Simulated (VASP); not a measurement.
Here is a VASP 6.6.1 calculation.

Contents of INCAR:

```
ALGO     = Normal         # electronic algorithm
EDIFF    = 1E-6           # SCF threshold, eV
ENCUT    = 520            # plane-wave cutoff, eV
GGA      = PS             # functional
ISIF     = 2              # what is computed and relaxed
ISMEAR   = 0              # smearing method
LASPH    = T              # aspherical terms in the spheres
LCHARG   = F              # write CHGCAR
LREAL    = F              # projectors in reciprocal space
LWAVE    = F              # write WAVECAR
NBANDS   = 18             # bands
NELM     = 60             # most SCF steps
PREC     = Accurate       # precision mode
SIGMA    = 0.1            # smearing width, eV
```

File KPOINTS:

```
k-points
0
Gamma
  12 12 8
```

POSCAR

```
PtSe2
1.0
    3.7240006046      0.0000000000      0.0000000000
   -1.8620003023      3.2250791273      0.0000000000
    0.0000000000      0.0000000000      5.0620000000
Pt Se
1 2
Direct
    0.0000000000      0.0000000000      0.0000000000
    0.3403099063      0.6806198127      0.2500000000
    0.6666666667      0.3333333333      0.7500000000
```

Potentials or basis: VASP PAW PBE potentials, release 64 (Pt, Se).

Launch:

```bash
$ cat potpaw_PBE.64/Pt/POTCAR potpaw_PBE.64/Se/POTCAR > POTCAR
$ mpirun -np 1 vasp_std > vasp.out
```

Question: Estimate the largest force.

Answer: 0.497 eV/Å.

Question: Estimate the band gap on the k mesh.

Answer: Zero (bands 11 and 12 overlap by 0.45 eV).

Question: Estimate the pressure.

Answer: 2.3 GPa.

Stress tensor (GPa, compression positive):
```
 3.43  0.00  0.00
 0.00  2.22 -1.13
 0.00 -1.13  1.27
```

Caveat: the cell differs from its parent crystal (one atom moved); the PAW data sets were made with another functional, which shifts forces and pressure a little; spin-orbit coupling is left out, which moves the levels of the heavy elements.
